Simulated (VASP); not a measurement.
# CsBr (Pm-3m) in VASP: a series of runs

The runs below take CsBr through single point, with PBE.

All numbers are computed with VASP 6.6.1; they aren't measurements. Logs are shortened: lines on timing, memory, paths and dates and some standing lists are left out, and cuts for length are marked.

**1. The cell of the first run**

The structure is cubic, space group Pm-3m (No. 221). The conventional cell has a = 4.319 Å, b = 4.319 Å, c = 4.319 Å, α = 90.00°, β = 90.00°, γ = 90.00°. Within 4.9 Å of Cs (site symmetry m-3m) lie 8 Br at 3.74 Å and 6 Cs at 4.32 Å. Within 4.9 Å of Br (site symmetry m-3m) lie 8 Cs at 3.74 Å and 6 Br at 4.32 Å.

**2. Single point, PBE**

File INCAR:

```
  PREC = Accurate
  ENCUT = 500
  EDIFF = 1E-6
  ISMEAR = 0
  SIGMA = 0.01
  LREAL = False
  LASPH = True
  NELM = 120
  ALGO = Normal
  ISIF = 2
  LWAVE = False
  LCHARG = False
  GGA = PE
  NBANDS = 15
  GGA_COMPAT = False
```

File KPOINTS:

```
regular mesh
0
Gamma
  4 4 4
```

File POSCAR:

```
CsBr
1.0
    4.3193781939      0.0000000000      0.0000000000
    0.0000000000      4.3193781939      0.0000000000
    0.0000000000      0.0000000000      4.3193781939
Cs Br
1 1
Direct
    0.0000000000      0.0000000000      0.0000000000
    0.5000000000      0.5000000000      0.5000000000
```

Potentials or basis: VASP PAW PBE potentials, release 64 (Cs_sv, Br).

On the command line:

```
$ cat potpaw_PBE.64/Cs_sv/POTCAR potpaw_PBE.64/Br/POTCAR > POTCAR
$ mpirun -np 1 vasp_std > vasp.out
```

OUTCAR:

```text
PREC = Accurate
   ENCUT = 500
   EDIFF = 1E-6
   ISMEAR = 0
   LREAL = False
   LASPH = True
   NELM = 120
   ISIF = 2
   GGA = PE

 ion  position               nearest neighbor table
   1  0.000  0.000  0.000-
   2  0.500  0.500  0.500-

  LATTYP: Found a simple cubic cell.
 ALAT       =     4.3193781939

  Lattice vectors:

 A1 = (   4.3193781939,   0.0000000000,   0.0000000000)
 A2 = (   0.0000000000,   4.3193781939,   0.0000000000)
 A3 = (   0.0000000000,   0.0000000000,   4.3193781939)

Analysis of symmetry for initial positions (statically):
=====================================================================
 Subroutine PRICEL returns:
 Original cell was already a primitive cell.

 Routine SETGRP: Setting up the symmetry group for a
 simple cubic supercell.

 Subroutine GETGRP returns: Found 48 space group operations
[... 9 lines left out ...]

 Routine SETGRP: Setting up the symmetry group for a
 simple cubic supercell.

 Subroutine GETGRP returns: Found 48 space group operations
[... 11 lines left out ...]
                                     Primitive cell

  volume of cell :      80.5868

  direct lattice vectors                    reciprocal lattice vectors
     4.319378194  0.000000000  0.000000000     0.231514805  0.000000000  0.000000000
     0.000000000  4.319378194  0.000000000     0.000000000  0.231514805  0.000000000
     0.000000000  0.000000000  4.319378194     0.000000000  0.000000000  0.231514805

  length of vectors
     4.319378194  4.319378194  4.319378194     0.231514805  0.231514805  0.231514805

  position of ions in fractional coordinates (direct lattice)
     0.000000000  0.000000000  0.000000000
     0.500000000  0.500000000  0.500000000

  ion indices of the primitive-cell ions
   primitive index   ion index
                 1           1
                 2           2

----------------------------------------------------------------------------------------

 KPOINTS: regular mesh

Automatic generation of k-mesh.
 Grid dimensions read from file:
 generate k-points for:    4    4    4

 Generating k-lattice:

  Cartesian coordinates                     Fractional coordinates (reciprocal lattice)
     0.057878701  0.000000000  0.000000000     0.250000000  0.000000000  0.000000000
     0.000000000  0.057878701  0.000000000     0.000000000  0.250000000  0.000000000
     0.000000000  0.000000000  0.057878701     0.000000000  0.000000000  0.250000000

  Length of vectors
     0.057878701  0.057878701  0.057878701

  Shift w.r.t. Gamma in fractional coordinates (k-lattice)
     0.000000000  0.000000000  0.000000000

 Subroutine IBZKPT returns following result:
 ===========================================

 Found     10 irreducible k-points:

 Following reciprocal coordinates:
            Coordinates               Weight
  0.000000  0.000000  0.000000      1.000000
  0.250000  0.000000  0.000000      6.000000
  0.500000  0.000000  0.000000      3.000000
  0.250000  0.250000  0.000000     12.000000
  0.500000  0.250000  0.000000     12.000000
  0.500000  0.500000  0.000000      3.000000
  0.250000  0.250000  0.250000      8.000000
  0.500000  0.250000  0.250000     12.000000
  0.500000  0.500000  0.250000      6.000000
  0.500000  0.500000  0.500000      1.000000
   k-points           NKPTS =     10   k-points in BZ     NKDIM =     10   number of bands    NBANDS=     15
   number of dos      NEDOS =    301   number of ions     NIONS =      2
   total plane-waves  NPLWV =  32768
   dimension x,y,z NGX =    32 NGY =   32 NGZ =   32
   dimension x,y,z NGXF=    64 NGYF=   64 NGZF=   64
   ions per type =               1   1
   NGX,Y,Z   is equivalent  to a cutoff of  12.32, 12.32, 12.32 a.u.
   NGXF,Y,Z  is equivalent  to a cutoff of  24.63, 24.63, 24.63 a.u.
 SYSTEM =  unknown system
   PREC   = accura    normal or accurate (medium, high low for compatibility)
   ISTART =      0    job   : 0-new  1-cont  2-samecut
   ICHARG =      2    charge: 1-file 2-atom 10-const
   ISPIN  =      1    spin polarized calculation?
   LNONCOLLINEAR =      F non collinear calculations
   LSORBIT =      F    spin-orbit coupling
   LASPH  =      T    aspherical Exc in radial PAW
   ENCUT  =  500.0 eV  36.75 Ry    6.06 a.u.   7.88  7.88  7.88*2*pi/ulx,y,z
   NELM   =    120;   NELMIN=  2; NELMDL= -5     # of ELM steps
   EDIFF  = 0.1E-05   stopping-criterion for ELM
   LREAL  =      F    real-space projection
   EDIFFG = 0.1E-04   stopping-criterion for IOM
   NSW    =      0    number of steps for IOM
   IBRION =     -1    ionic relax: 0-MD 1-quasi-New 2-CG
   NFREE  =      0    steps in history (QN), initial steepest desc. (CG)
   ISIF   =      2    stress and relaxation
   ISYM   =      2    0-nonsym 1-usesym 2-fastsym
   POTIM  = 0.5000    time-step for ionic-motion
   TEBEG  =    0.0;   TEEND  =   0.0 temperature during run
   PSTRESS=    0.0 pullay stress
   NELECT =      16.0000    total number of electrons
   NUPDOWN=      -1.0000    fix difference up-down
   EMIN   =  10.00;   EMAX   =-10.00  energy-range for DOS
   EFERMI =   0.00;   METHOD = LEGACY
   ISMEAR =     0;   SIGMA  =   0.01  broadening in eV -4-tet -1-fermi 0-gaus
   EFERMI_NEDOS =   21; number of points for ismear=-14 and -15
   IALGO  =     38    algorithm
   IMIX   =      4    mixing-type and parameters
     AMIX     =   0.40;   BMIX     =  1.00
     AMIX_MAG =   1.60;   BMIX_MAG =  1.00
  volume/ion in A,a.u.               =      40.29       271.91
  Fermi-wavevector in a.u.,A,eV,Ry     =   0.955052  1.804786 12.410200  0.912124
  Thomas-Fermi vector in A             =   2.083854
   LORBIT       =      0    0 simple, 1 ext, 2 COOP (PROOUT), +10 PAW based schemes
   GGA     = PE    functional components
   LHFCALC =     F    Hartree Fock is set to
   AEXX    =    0.0000 exact exchange contribution
   IVDW    =     0    specifies the selected vdW correction
   LEPSILON=     F    determine dielectric tensor
   LRPA    =     F    only Hartree local field effects (RPA)
 non-spin polarized calculation
 Gauss-broadening in eV      SIGMA  =   0.01
  energy-cutoff  :      500.00
  volume of cell :       80.59
 maximum number of plane-waves:      2103
 NGX is ok and might be reduce to    32
   NGX = 15   NGY = 15   NGZ = 15

 number of electron      16.0000001 magnetization

 Free energy of the ion-electron system (eV)
  ---------------------------------------------------
  ext. energy  EPLUGINS =         0.00000000
  ---------------------------------------------------
  free energy    TOTEN  =        -6.01406650 eV

  energy without entropy =       -6.01406650  energy(sigma->0) =       -6.01406650

 E-fermi :  -0.3450     XC(G=0):  -7.9709

 val. band max:       -0.4079066674   @ k =   0.5000   0.5000   0.0000
 cond. band min:       4.0167027106   @ k =   0.0000   0.0000   0.0000
 fundamental gap:      4.4246093780
 Fermi energy:        -0.3450323872

 k-point     1 :       0.0000    0.0000    0.0000
  band No.  band energies     occupation
      1     -20.2238      2.00000
      2     -12.7495      2.00000
      3      -6.8263      2.00000
      4      -6.8263      2.00000
      5      -6.8263      2.00000
      6      -0.4162      2.00000
      7      -0.4162      2.00000
      8      -0.4162      2.00000
      9       4.0167      0.00000
     10       4.5246      0.00000
     11       4.5246      0.00000
     12       8.6366      0.00000
     13       8.6366      0.00000
     14       8.6366      0.00000
     15      11.5917      0.00000

 k-point     2 :       0.2500    0.0000    0.0000
  band No.  band energies     occupation
      1     -20.1996      2.00000
      2     -12.7548      2.00000
      3      -7.0207      2.00000
      4      -6.7783      2.00000
      5      -6.7783      2.00000
      6      -1.1407      2.00000
      7      -0.5106      2.00000
      8      -0.5106      2.00000
      9       4.9031      0.00000
     10       5.2913      0.00000
     11       5.7388      0.00000
     12       8.4027      0.00000
     13       8.4027      0.00000
     14       8.9289      0.00000
     15       9.4006      0.00000

 k-point     3 :       0.5000    0.0000    0.0000
  band No.  band energies     occupation
      1     -20.1751      2.00000
      2     -12.7621      2.00000
      3      -7.1926      2.00000
      4      -6.7289      2.00000
      5      -6.7289      2.00000
      6      -1.6905      2.00000
      7      -0.6093      2.00000
      8      -0.6093      2.00000
      9       5.5070      0.00000
     10       6.7820      0.00000
     11       7.2270      0.00000
     12       7.9180      0.00000
     13       8.3855      0.00000
     14       8.3855      0.00000
     15       9.3283      0.00000

 k-point     4 :       0.2500    0.2500    0.0000
  band No.  band energies     occupation
      1     -20.1771      2.00000
      2     -12.7311      2.00000
      3      -7.1131      2.00000
      4      -6.9748      2.00000
      5      -6.7389      2.00000
      6      -1.1655      2.00000
      7      -0.7513      2.00000
      8      -0.5092      2.00000
      9       5.3197      0.00000
     10       5.6657      0.00000
     11       6.5260      0.00000
     12       7.5252      0.00000
     13       8.1168      0.00000
     14       8.6409      0.00000
     15       9.8678      0.00000

 k-point     5 :       0.5000    0.2500    0.0000
  band No.  band energies     occupation
      1     -20.1543      2.00000
      2     -12.7080      2.00000
      3      -7.2820      2.00000
      4      -7.0735      2.00000
      5      -6.6986      2.00000
      6      -1.3255      2.00000
      7      -0.8187      2.00000
      8      -0.5120      2.00000
      9       5.4105      0.00000
     10       5.8488      0.00000
     11       7.4302      0.00000
     12       7.4674      0.00000
     13       7.5863      0.00000
     14       9.0420      0.00000
     15      10.2070      0.00000

 k-point     6 :       0.5000    0.5000    0.0000
  band No.  band energies     occupation
      1     -20.1332      2.00000
      2     -12.6519      2.00000
      3      -7.3767      2.00000
      4      -7.3767      2.00000
      5      -6.6679      2.00000
      6      -0.9805      2.00000
      7      -0.9805      2.00000
      8      -0.4079      2.00000
      9       4.8391      0.00000
     10       5.0736      0.00000
     11       6.7963      0.00000
     12       6.7963      0.00000
     13      10.5523      0.00000
     14      10.5523      0.00000
     15      10.5931      0.00000

 k-point     7 :       0.2500    0.2500    0.2500
  band No.  band energies     occupation
      1     -20.1557      2.00000
      2     -12.6970      2.00000
      3      -7.0472      2.00000
      4      -7.0472      2.00000
      5      -6.9889      2.00000
      6      -0.9400      2.00000
      7      -0.9310      2.00000
      8      -0.9310      2.00000
      9       6.4177      0.00000
     10       6.5851      0.00000
     11       6.5851      0.00000
     12       7.0899      0.00000
     13       7.4716      0.00000
     14       7.4716      0.00000
     15      11.7399      0.00000

 k-point     8 :       0.5000    0.2500    0.2500
  band No.  band energies     occupation
      1     -20.1340      2.00000
      2     -12.6627      2.00000
      3      -7.2860      2.00000
      4      -7.0466      2.00000
      5      -6.9782      2.00000
      6      -1.2711      2.00000
      7      -1.1136      2.00000
      8      -0.7300      2.00000
      9       6.1087      0.00000
     10       6.3495      0.00000
     11       6.6639      0.00000
     12       7.5628      0.00000
     13       8.1301      0.00000
     14       9.0520      0.00000
     15      10.9776      0.00000

 k-point     9 :       0.5000    0.5000    0.2500
  band No.  band energies     occupation
      1     -20.1136      2.00000
      2     -12.6161      2.00000
      3      -7.2949      2.00000
      4      -7.2949      2.00000
      5      -6.9497      2.00000
      6      -1.2626      2.00000
      7      -1.2626      2.00000
      8      -1.0424      2.00000
      9       6.2458      0.00000
     10       6.3971      0.00000
     11       7.1109      0.00000
     12       7.1109      0.00000
     13       9.7650      0.00000
     14       9.7650      0.00000
     15      10.6853      0.00000

 k-point    10 :       0.5000    0.5000    0.5000
  band No.  band energies     occupation
      1     -20.0936      2.00000
      2     -12.5795      2.00000
      3      -7.2080      2.00000
      4      -7.2080      2.00000
      5      -7.2080      2.00000
      6      -1.5380      2.00000
      7      -1.5380      2.00000
      8      -1.5380      2.00000
      9       7.8054      0.00000
     10       7.8054      0.00000
     11       7.8054      0.00000
     12       8.6532      0.00000
     13       8.6532      0.00000
     14       8.6532      0.00000
     15      10.7834      0.00000

------------------------ aborting loop because EDIFF is reached ----------------------------------------

  FORCE on cell =-STRESS in cart. coord.  units (eV):
  Direction    XX          YY          ZZ          XY          YZ          ZX
  --------------------------------------------------------------------------------------
  -------------------------------------------------------------------------------------
  Total        0.3655522      0.3655522      0.3655522     -0.0000000      0.0000000      0.0000000
  in kB        7.2676875      7.2676875      7.2676875     -0.0000000      0.0000000      0.0000000
  external PRESSURE =       7.2676875 kB  Pullay stress =       0.0000000 kB

 VOLUME and BASIS-vectors are now :
 -----------------------------------------------------------------------------
  energy-cutoff  :      500.00
  volume of cell :       80.59
      direct lattice vectors                 reciprocal lattice vectors
     4.319378194  0.000000000  0.000000000     0.231514805  0.000000000  0.000000000
     0.000000000  4.319378194  0.000000000     0.000000000  0.231514805  0.000000000
     0.000000000  0.000000000  4.319378194     0.000000000  0.000000000  0.231514805

 POSITION                                       TOTAL-FORCE (eV/Angst)
 -----------------------------------------------------------------------------------
      0.00000      0.00000      0.00000         0.000000      0.000000      0.000000
      2.15969      2.15969      2.15969         0.000000      0.000000      0.000000
 -----------------------------------------------------------------------------------
    total drift:                                0.000000      0.000000     -0.000000

  FREE ENERGIE OF THE ION-ELECTRON SYSTEM (eV)
  ---------------------------------------------------
  free  energy   TOTEN  =        -6.0140664981 eV

  energy  without entropy=       -6.0140664981  energy(sigma->0) =       -6.01406650
```

Wall time 4.1 s (1 thread of Intel Xeon 6975P-C (Granite Rapids), shared host); peak memory 0.17 GiB.

Results:

```yaml
Free_energy: -6.0141 eV
Pressure: 0.7 GPa
Band_gap_on_the_k_mesh: 4.42 eV, indirect (least direct gap 4.43 eV)
```

Caveat: spin-orbit coupling is left out, which moves the levels of the heavy elements.

**3. Single point, PBE**

File INCAR:

```
SYSTEM = CsBr
PREC = Accurate ; ENCUT = 500
EDIFF = 1E-6 ; ISMEAR = 0
SIGMA = 0.01 ; LREAL = .FALSE.
LASPH = .TRUE. ; NELM = 120
ALGO = Normal ; ISIF = 2
LWAVE = .FALSE. ; LCHARG = .FALSE.
GGA = PE ; NBANDS = 15
GGA_COMPAT = .FALSE.
```

File KPOINTS:

```
regular mesh
0
G
  4 4 4
  0 0 0
```

POSCAR is that of step 2.

Potentials or basis: VASP PAW PBE potentials, release 64 (Cs_sv, Br).

On the command line:

```
$ cat potpaw_PBE.64/Cs_sv/POTCAR potpaw_PBE.64/Br/POTCAR > POTCAR
$ mpirun -np 1 vasp_std > vasp.out
```

OUTCAR:

```text
SYSTEM = CsBr
   PREC = Accurate
   ENCUT = 500
   EDIFF = 1E-6
   ISMEAR = 0
   LREAL = .FALSE.
   LASPH = .TRUE.
   NELM = 120
   ISIF = 2
   GGA = PE

 ion  position               nearest neighbor table
   1  0.000  0.000  0.000-
   2  0.500  0.500  0.500-

  LATTYP: Found a simple cubic cell.
 ALAT       =     4.3193781939

  Lattice vectors:

 A1 = (   4.3193781939,   0.0000000000,   0.0000000000)
 A2 = (   0.0000000000,   4.3193781939,   0.0000000000)
[... 348 lines left out ...]

------------------------ aborting loop because EDIFF is reached ----------------------------------------

  FORCE on cell =-STRESS in cart. coord.  units (eV):
  Direction    XX          YY          ZZ          XY          YZ          ZX
  --------------------------------------------------------------------------------------
  -------------------------------------------------------------------------------------
  Total        0.3655522      0.3655522      0.3655522     -0.0000000      0.0000000      0.0000000
  in kB        7.2676875      7.2676875      7.2676875     -0.0000000      0.0000000      0.0000000
  external PRESSURE =       7.2676875 kB  Pullay stress =       0.0000000 kB

 VOLUME and BASIS-vectors are now :
 -----------------------------------------------------------------------------
  energy-cutoff  :      500.00
  volume of cell :       80.59
      direct lattice vectors                 reciprocal lattice vectors
     4.319378194  0.000000000  0.000000000     0.231514805  0.000000000  0.000000000
     0.000000000  4.319378194  0.000000000     0.000000000  0.231514805  0.000000000
     0.000000000  0.000000000  4.319378194     0.000000000  0.000000000  0.231514805

 POSITION                                       TOTAL-FORCE (eV/Angst)
 -----------------------------------------------------------------------------------
      0.00000      0.00000      0.00000         0.000000      0.000000      0.000000
      2.15969      2.15969      2.15969         0.000000      0.000000      0.000000
 -----------------------------------------------------------------------------------
    total drift:                                0.000000      0.000000     -0.000000

  FREE ENERGIE OF THE ION-ELECTRON SYSTEM (eV)
  ---------------------------------------------------
  free  energy   TOTEN  =        -6.0140664981 eV

  energy  without entropy=       -6.0140664981  energy(sigma->0) =       -6.01406650
```

Wall time 4 s (1 thread of Intel Xeon 6975P-C (Granite Rapids), shared host); peak memory 0.18 GiB.

Results:

- Free energy: -6.0141 eV
- Pressure: 0.7 GPa
- Band gap on the k mesh: 4.42 eV, indirect (least direct gap 4.43 eV)

Levels at points of the mesh, in eV from the valence-band top:
```tsv
k point	band 4	band 5	band 6	band 7	band 8	band 9	band 10	band 11	band 12	band 13
(0.00, 0.00, 0.00)	-6.42	-6.42	-0.01	-0.01	-0.01	4.42	4.93	4.93	9.04	9.04
(0.50, 0.00, 0.00)	-6.32	-6.32	-1.28	-0.20	-0.20	5.91	7.19	7.63	8.33	8.79
(0.50, 0.50, 0.00)	-6.97	-6.26	-0.57	-0.57	0.00	5.25	5.48	7.20	7.20	10.96
(0.50, 0.50, 0.50)	-6.80	-6.80	-1.13	-1.13	-1.13	8.21	8.21	8.21	9.06	9.06
```

Caveat: spin-orbit coupling is left out, which moves the levels of the heavy elements.
